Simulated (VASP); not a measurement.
Set up this calculation in VASP 6.6.1, as the native input.

| Item | Value |
| --- | --- |
| Task | single point |
| Functional | PBE |
| Potentials or basis | VASP PAW PBE potentials, release 64 (Sn_d) |
| Cutoff | 520 eV |
| k mesh | 9 × 9 × 9 |
| Occupations | gaussian, width 0.023 eV |
| Spin | no spin polarisation |
| Dipole correction | no |
| Further INCAR settings | ALGO = Normal; EDIFF = 1e-06; NBANDS = 21 |

The structure of Sn lies in POSCAR:

```
Sn
1.0
   -2.9401404553      2.9401404553      1.5993019889
    2.9401404553     -2.9401404553      1.5993019889
    2.9401404553      2.9401404553     -1.5993019889
Sn
2
Direct
    0.0000000000      0.0000000000      0.0000000000
    0.7500000000      0.2500000000      0.5000000000
```

One way to write it, as run:

INCAR

```
ALGO = Normal
EDIFF = 1E-6
ENCUT = 520
GGA = PE
ISIF = 2
ISMEAR = 0
LASPH = True
LCHARG = False
LREAL = False
LWAVE = False
NBANDS = 21
NELM = 80
PREC = Accurate
SIGMA = 0.023
```

KPOINTS

```
k-points
0
Gamma
  9 9 9
```

Potentials or basis: VASP PAW PBE potentials, release 64 (Sn_d).

Command:

```sh
$ cat potpaw_PBE.64/Sn_d/POTCAR > POTCAR
$ mpirun -np 1 vasp_std > vasp.out
```

Results of the run:

The pressure is 1.4 GPa. The band gap on the k mesh is zero (bands 14 and 15 overlap by 3.97 eV).

Caveat: spin-orbit coupling is left out, which moves the levels of the heavy elements.

It took 60 s on 1 thread of Intel(R) Xeon(R) Platinum 8488C (Sapphire Rapids) (shared host), peak memory 0.23 GiB.
